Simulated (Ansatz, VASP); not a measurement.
**Cs3Y2I3Br6 in VASP and in Ansatz**

```
CELL_PARAMETERS angstrom
8.40600 0.00000 0.00000
-4.20300 7.27981 0.00000
0.00000 0.00000 21.28000
ATOMIC_POSITIONS crystal
Cs 0.00000 0.00000 0.25000
Cs 0.00000 0.00000 0.75000
Cs 0.33333 0.66667 0.06241
Cs 0.66667 0.33333 0.56241
Cs 0.33333 0.66667 0.43759
Cs 0.66667 0.33333 0.93759
Y 0.66667 0.33333 0.15220
Y 0.33333 0.66667 0.65220
Y 0.66667 0.33333 0.34780
Y 0.33333 0.66667 0.84780
I 0.50314 0.00627 0.25000
I 0.49686 0.50314 0.75000
I 0.99373 0.49686 0.25000
I 0.49686 0.99373 0.75000
I 0.50314 0.49686 0.25000
I 0.00627 0.50314 0.75000
Br 0.82643 0.65286 0.08670
Br 0.17357 0.82643 0.58670
Br 0.34714 0.17357 0.08670
Br 0.17357 0.34714 0.58670
Br 0.82643 0.17357 0.08670
Br 0.65286 0.82643 0.58670
Br 0.34714 0.17357 0.41330
Br 0.17357 0.82643 0.91330
Br 0.82643 0.65286 0.41330
Br 0.65286 0.82643 0.91330
Br 0.82643 0.17357 0.41330
Br 0.17357 0.34714 0.91330
```

Alike in both runs: functional PBE; k mesh 4 × 4 × 2; occupations fermi-dirac, width 0.02 eV; no spin polarisation.

Ansatz relaxed the structure, and its values are those at the end. VASP's run is a single point on that final structure, the one shown.

|  | VASP | Ansatz |
| --- | --- | --- |
| version | VASP 6.6.1 | Ansatz 0.2.0 |
| potentials or method | VASP PAW PBE potentials, release 64 (Cs_sv, Y_sv, I, Br) | plane-wave PAW, scalar-relativistic |
| plane-wave cutoff (eV) | 500 | 420 |
| valence electrons in the cell | 224 | 284 |

|  | VASP | Ansatz | Ansatz less VASP |
| --- | --- | --- | --- |
| gap on the k mesh at the Fermi level (eV) | 3.39 | 3.39 | +0.005 |
| pressure (GPa) | -0.2 | -0.2 | 0.00 |

The functional is the same, so the differences come from potentials, cutoffs and numerics. VASP's potentials hold 224 valence electrons a cell and Ansatz's 284, so a difference there can come from the potentials and not from the codes. Ansatz's warnings: stress scf threshold loose.

Spin-orbit coupling is off throughout.
